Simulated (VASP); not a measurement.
# CoO (Fm-3m) in VASP: further runs

CoO is run at these levels: PBE; tasks: single point.

All numbers are computed with VASP 6.6.1; they aren't measurements. Logs are shortened: lines on timing, memory, paths and dates and some standing lists are left out, and cuts for length are marked.

## (1) The cell of the first run

The structure is cubic, space group Fm-3m (No. 225). Conventional cell: a = 4.046 Å, b = 4.046 Å, c = 4.046 Å, α = 90.00°, β = 90.00°, γ = 90.00°. Within 2.7 Å of Co (site symmetry m-3m) lie 6 O at 2.02 Å. Within 2.7 Å of O (site symmetry m-3m) lie 6 Co at 2.02 Å.

## (2) Single point, PBE (volume scaled by 0.960)

INCAR reads:

```
SYSTEM = CoO
PREC     = Accurate       ! precision mode
ENCUT    = 520            ! plane-wave cutoff, eV
EDIFF    = 1E-7           ! SCF threshold, eV
ISMEAR   = 0              ! smearing method
SIGMA    = 0.05           ! smearing width, eV
LREAL    = .FALSE.        ! projectors in reciprocal space
LASPH    = .TRUE.         ! aspherical terms in the spheres
NELM     = 100            ! most SCF steps
ALGO     = Normal         ! electronic algorithm
ISIF     = 2              ! what is computed and relaxed
LWAVE    = .FALSE.        ! write WAVECAR
LCHARG   = .FALSE.        ! write CHGCAR
GGA      = PE             ! functional
NBANDS   = 14             ! bands
```

KPOINTS reads:

```
Automatic mesh
0
G
  14 14 14
  0 0 0
```

POSCAR reads:

```
CoO
1.0
    0.0000000000      2.0231768845      2.0231768845
    2.0231768845      0.0000000000      2.0231768845
    2.0231768845      2.0231768845      0.0000000000
Co O
1 1
Direct
    0.0000000000      0.0000000000      0.0000000000
    0.5000000000      0.5000000000      0.5000000000
```

Potentials or basis: VASP PAW PBE potentials, release 64 (Co, O).

Started as:

```console
cat potpaw_PBE.64/Co/POTCAR potpaw_PBE.64/O/POTCAR > POTCAR
mpirun -np 1 vasp_std > vasp.out
```

OUTCAR:

```text
SYSTEM = CoO
   PREC = Accurate
   ENCUT = 520
   EDIFF = 1E-7
   ISMEAR = 0
   LREAL = .FALSE.
   LASPH = .TRUE.
   NELM = 100
   ISIF = 2
   GGA = PE

 ion  position               nearest neighbor table
   1  0.000  0.000  0.000-   2 2.02   2 2.02   2 2.02   2 2.02   2 2.02   2 2.02
   2  0.500  0.500  0.500-   1 2.02   1 2.02   1 2.02   1 2.02   1 2.02   1 2.02

  LATTYP: Found a face centered cubic cell.
 ALAT       =     4.0463537690

  Lattice vectors:

 A1 = (   0.0000000000,   2.0231768845,   2.0231768845)
 A2 = (   2.0231768845,   0.0000000000,   2.0231768845)
 A3 = (   2.0231768845,   2.0231768845,   0.0000000000)

Analysis of symmetry for initial positions (statically):
=====================================================================
 Subroutine PRICEL returns:
 Original cell was already a primitive cell.

 Routine SETGRP: Setting up the symmetry group for a
 face centered cubic supercell.

 Subroutine GETGRP returns: Found 48 space group operations
 (whereof 48 operations were pure point group operations)
 out of a pool of 48 trial point group operations.

The static configuration has the point symmetry O_h .

Analysis of symmetry for dynamics (positions and initial velocities):
=====================================================================
 Subroutine PRICEL returns:
 Original cell was already a primitive cell.

 Routine SETGRP: Setting up the symmetry group for a
 face centered cubic supercell.

 Subroutine GETGRP returns: Found 48 space group operations
 (whereof 48 operations were pure point group operations)
 out of a pool of 48 trial point group operations.

The dynamic configuration has the point symmetry O_h .

 Subroutine INISYM returns: Found 48 space group operations
 (whereof 48 operations are pure point group operations),
 and found     1 'primitive' translations

----------------------------------------------------------------------------------------

                                     Primitive cell

  volume of cell :      16.5627

  direct lattice vectors                    reciprocal lattice vectors
     0.000000000  2.023176885  2.023176885    -0.247136078  0.247136078  0.247136078
     2.023176885  0.000000000  2.023176885     0.247136078 -0.247136078  0.247136078
     2.023176885  2.023176885  0.000000000     0.247136078  0.247136078 -0.247136078

  length of vectors
     2.861204189  2.861204189  2.861204189     0.428052243  0.428052243  0.428052243

  position of ions in fractional coordinates (direct lattice)
     0.000000000  0.000000000  0.000000000
     0.500000000  0.500000000  0.500000000

  ion indices of the primitive-cell ions
   primitive index   ion index
                 1           1
                 2           2

----------------------------------------------------------------------------------------

 KPOINTS: Automatic mesh

Automatic generation of k-mesh.
 Grid dimensions read from file:
 generate k-points for:   14   14   14

 Generating k-lattice:

  Cartesian coordinates                     Fractional coordinates (reciprocal lattice)
    -0.017652577  0.017652577  0.017652577     0.071428571  0.000000000  0.000000000
     0.017652577 -0.017652577  0.017652577     0.000000000  0.071428571  0.000000000
     0.017652577  0.017652577 -0.017652577     0.000000000  0.000000000  0.071428571

  Length of vectors
     0.030575160  0.030575160  0.030575160

  Shift w.r.t. Gamma in fractional coordinates (k-lattice)
     0.000000000  0.000000000  0.000000000

 Subroutine IBZKPT returns following result:
 ===========================================

 Found    104 irreducible k-points:

 Following reciprocal coordinates:
            Coordinates               Weight
  0.000000  0.000000  0.000000      1.000000
  0.071429  0.000000  0.000000      8.000000
  0.142857  0.000000  0.000000      8.000000
  0.214286  0.000000  0.000000      8.000000
  0.285714  0.000000  0.000000      8.000000
  0.357143  0.000000  0.000000      8.000000
[... 16 lines left out ...]
  0.214286  0.142857  0.000000     24.000000
  0.285714  0.142857  0.000000     24.000000
 [... further k-points ...]
   k-points           NKPTS =    104   k-points in BZ     NKDIM =    104   number of bands    NBANDS=     14
   number of dos      NEDOS =    301   number of ions     NIONS =      2
   total plane-waves  NPLWV =  13824
   dimension x,y,z NGX =    24 NGY =   24 NGZ =   24
   dimension x,y,z NGXF=    48 NGYF=   48 NGZF=   48
   ions per type =               1   1
   NGX,Y,Z   is equivalent  to a cutoff of  13.94, 13.94, 13.94 a.u.
   NGXF,Y,Z  is equivalent  to a cutoff of  27.89, 27.89, 27.89 a.u.
 SYSTEM =  CoO
   PREC   = accura    normal or accurate (medium, high low for compatibility)
   ISTART =      0    job   : 0-new  1-cont  2-samecut
   ICHARG =      2    charge: 1-file 2-atom 10-const
   ISPIN  =      1    spin polarized calculation?
   LNONCOLLINEAR =      F non collinear calculations
   LSORBIT =      F    spin-orbit coupling
   LASPH  =      T    aspherical Exc in radial PAW
   ENCUT  =  520.0 eV  38.22 Ry    6.18 a.u.   5.32  5.32  5.32*2*pi/ulx,y,z
   NELM   =    100;   NELMIN=  2; NELMDL= -5     # of ELM steps
   EDIFF  = 0.1E-06   stopping-criterion for ELM
   LREAL  =      F    real-space projection
   EDIFFG = 0.1E-05   stopping-criterion for IOM
   NSW    =      0    number of steps for IOM
   IBRION =     -1    ionic relax: 0-MD 1-quasi-New 2-CG
   NFREE  =      0    steps in history (QN), initial steepest desc. (CG)
   ISIF   =      2    stress and relaxation
   ISYM   =      2    0-nonsym 1-usesym 2-fastsym
   POTIM  = 0.5000    time-step for ionic-motion
   TEBEG  =    0.0;   TEEND  =   0.0 temperature during run
   PSTRESS=    0.0 pullay stress
   NELECT =      15.0000    total number of electrons
   NUPDOWN=      -1.0000    fix difference up-down
   EMIN   =  10.00;   EMAX   =-10.00  energy-range for DOS
   EFERMI =   0.00;   METHOD = LEGACY
   ISMEAR =     0;   SIGMA  =   0.05  broadening in eV -4-tet -1-fermi 0-gaus
   EFERMI_NEDOS =   21; number of points for ismear=-14 and -15
   IALGO  =     38    algorithm
   IMIX   =      4    mixing-type and parameters
     AMIX     =   0.40;   BMIX     =  1.00
     AMIX_MAG =   1.60;   BMIX_MAG =  1.00
  volume/ion in A,a.u.               =       8.28        55.89
  Fermi-wavevector in a.u.,A,eV,Ry     =   1.583901  2.993139 34.133517  2.508743
  Thomas-Fermi vector in A             =   2.683601
   LORBIT       =      0    0 simple, 1 ext, 2 COOP (PROOUT), +10 PAW based schemes
   GGA     = PE    functional components
   LHFCALC =     F    Hartree Fock is set to
   AEXX    =    0.0000 exact exchange contribution
   IVDW    =     0    specifies the selected vdW correction
   LEPSILON=     F    determine dielectric tensor
   LRPA    =     F    only Hartree local field effects (RPA)
 non-spin polarized calculation
 Gauss-broadening in eV      SIGMA  =   0.05
  energy-cutoff  :      520.00
  volume of cell :       16.56
 maximum number of plane-waves:       459
 NGX is ok and might be reduce to    24
   NGX = 11   NGY = 11   NGZ = 11

 number of electron      15.0000000 magnetization

 Free energy of the ion-electron system (eV)
  ---------------------------------------------------
  ext. energy  EPLUGINS =         0.00000000
  ---------------------------------------------------
  free energy    TOTEN  =       -12.69579420 eV

  energy without entropy =      -12.69352002  energy(sigma->0) =      -12.69465711

 E-fermi :  10.1418     XC(G=0): -13.3307

 val. band max:       10.1415727975   @ k =   0.5000   0.4286   0.0000
 cond. band min:      10.1487862924   @ k =  -0.4286   0.5000   0.0714
 fundamental gap:      0.0072134948
 Fermi energy:        10.1418091649

 k-point     1 :       0.0000    0.0000    0.0000
  band No.  band energies     occupation
      1     -11.7253      2.00000
      2       6.0877      2.00000
      3       6.0877      2.00000
      4       6.0877      2.00000
      5       8.2549      2.00000
      6       8.2549      2.00000
      7       8.2550      2.00000
      8       8.7566      2.00000
      9       8.7567      2.00000
     10      12.2717      0.00000
     11      27.5748      0.00000
     12      29.9945      0.00000
     13      29.9945      0.00000
     14      29.9945      0.00000

 k-point     2 :       0.0714    0.0000    0.0000
  band No.  band energies     occupation
      1     -11.6579      2.00000
      2       5.6444      2.00000
      3       5.8441      2.00000
      4       5.8441      2.00000
      5       8.3273      2.00000
      6       8.3273      2.00000
      7       8.3789      2.00000
      8       9.0138      2.00000
      9       9.0139      2.00000
     10      12.6101      0.00000
     11      26.7595      0.00000
     12      29.8658      0.00000
     13      29.8658      0.00000
     14      30.4639      0.00000

 k-point     3 :       0.1429    0.0000    0.0000
  band No.  band energies     occupation
      1     -11.4645      2.00000
      2       4.6519      2.00000
      3       5.3233      2.00000
      4       5.3233      2.00000
      5       8.4899      2.00000
      6       8.4899      2.00000
      7       8.5995      2.00000
      8       9.6173      2.00000
      9       9.6174      2.00000
     10      13.4378      0.00000
     11      25.2313      0.00000
     12      29.3065      0.00000
     13      29.3065      0.00000
     14      31.1226      0.00000
[... 324 lines left out ...]
 k-point    23 :       0.2143    0.1429    0.0000
  band No.  band energies     occupation
      1     -11.1859      2.00000
      2       3.4208      2.00000
      3       5.1365      2.00000
      4       5.2317      2.00000
      5       7.9681      2.00000
      6       8.9313      2.00000
      7       9.1724      2.00000
      8       9.3577      2.00000
      9      10.2055      0.07142
     10      14.8386      0.00000
     11      24.6197      0.00000
     12      27.1764      0.00000
     13      28.0973      0.00000
     14      29.1033      0.00000

 k-point    24 :       0.2857    0.1429    0.0000
  band No.  band energies     occupation
      1     -10.9034      2.00000
      2       2.7310      2.00000
      3       4.5223      2.00000
      4       4.7956      2.00000
      5       8.1396      2.00000
      6       9.1258      2.00000
      7       9.3706      2.00000
      8       9.8803      2.00000
      9      10.7206      0.00000
     10      15.7083      0.00000
     11      23.3140      0.00000
     12      25.7893      0.00000
     13      27.4466      0.00000
     14      29.9241      0.00000

 [... further k-points ...]
[... 5 lines left out ...]
  --------------------------------------------------------------------------------------
  -------------------------------------------------------------------------------------
  Total        1.0633150      1.0633150      1.0633150      0.0000000      0.0000000      0.0000000
  in kB      102.8586875    102.8586875    102.8586875      0.0000000      0.0000000      0.0000000
  external PRESSURE =     102.8586875 kB  Pullay stress =       0.0000000 kB

 VOLUME and BASIS-vectors are now :
 -----------------------------------------------------------------------------
  energy-cutoff  :      520.00
  volume of cell :       16.56
      direct lattice vectors                 reciprocal lattice vectors
     0.000000000  2.023176885  2.023176885    -0.247136078  0.247136078  0.247136078
     2.023176885  0.000000000  2.023176885     0.247136078 -0.247136078  0.247136078
     2.023176885  2.023176885  0.000000000     0.247136078  0.247136078 -0.247136078

 POSITION                                       TOTAL-FORCE (eV/Angst)
 -----------------------------------------------------------------------------------
      0.00000      0.00000      0.00000         0.000000     -0.000000      0.000000
      2.02318      2.02318      2.02318        -0.000000      0.000000     -0.000000
 -----------------------------------------------------------------------------------
    total drift:                                0.000000     -0.000000     -0.000000

  FREE ENERGIE OF THE ION-ELECTRON SYSTEM (eV)
  ---------------------------------------------------
  free  energy   TOTEN  =       -12.6957941975 eV

  energy  without entropy=      -12.6935200236  energy(sigma->0) =      -12.69465711
```

Wall time 19 s (1 thread of Intel Xeon 6975P-C, shared host); peak memory 0.16 GiB.

Results:

* Free energy: -12.6958 eV
* Pressure: 10.3 GPa

Caveat: an odd number of electrons without spin polarisation forces a metal; a magnetic or distorted state may lie lower; the run has no spin polarisation, though such a crystal can be magnetic; semilocal functionals often make such compounds metallic where correlation or magnetic order opens a gap, which also shifts bond lengths. Spin polarisation is off, so any magnetic state and its effect on volume and gap are missing.

## (3) Single point, PBE (volume scaled by 0.980)

INCAR reads:

```
SYSTEM = CoO
PREC = Accurate
ENCUT = 520
EDIFF = 1E-6
ISMEAR = 0
SIGMA = 0.05
LREAL = .FALSE.
LASPH = .TRUE.
NELM = 60
ALGO = Normal
ISIF = 2
LWAVE = .FALSE.
LCHARG = .FALSE.
GGA = PE
NBANDS = 14
```

KPOINTS reads:

```
regular mesh
0
G
  14 14 14
  0 0 0
```

POSCAR reads:

```
CoO
1.0
    0.0000000000      2.0371302694      2.0371302694
    2.0371302694      0.0000000000      2.0371302694
    2.0371302694      2.0371302694      0.0000000000
Co O
1 1
Direct
    0.0000000000      0.0000000000      0.0000000000
    0.5000000000      0.5000000000      0.5000000000
```

Potentials or basis: VASP PAW PBE potentials, release 64 (Co, O).

Started as:

```console
cat potpaw_PBE.64/Co/POTCAR potpaw_PBE.64/O/POTCAR > POTCAR
mpirun -np 1 vasp_std > vasp.out
```

It took 16 s on 1 thread of Intel Xeon 6975P-C, shared host; peak memory 0.16 GiB.

It converged, with:

- Free energy: -12.7125 eV
- Pressure: 4.9 GPa

Levels at points of the mesh, in eV from the Fermi level:
| k point | band 6 | band 7 | band 8 | band 9 | band 10 | band 11 |
| --- | --- | --- | --- | --- | --- | --- |
| (0.00, 0.00, 0.00) | -1.81 | -1.81 | -1.32 | -1.32 | 2.01 | 17.39 |
| (0.50, 0.00, 0.00) | -0.68 | -0.31 | 1.83 | 1.83 | 5.58 | 10.87 |
| (0.50, 0.50, 0.00) | -0.79 | -0.31 | -0.31 | -0.07 | 7.41 | 10.72 |

Caveat: an odd number of electrons without spin polarisation forces a metal; a magnetic or distorted state may lie lower; the run has no spin polarisation, though such a crystal can be magnetic; semilocal functionals often make such compounds metallic where correlation or magnetic order opens a gap, which also shifts bond lengths. Spin polarisation is off, so any magnetic state and its effect on volume and gap are missing.
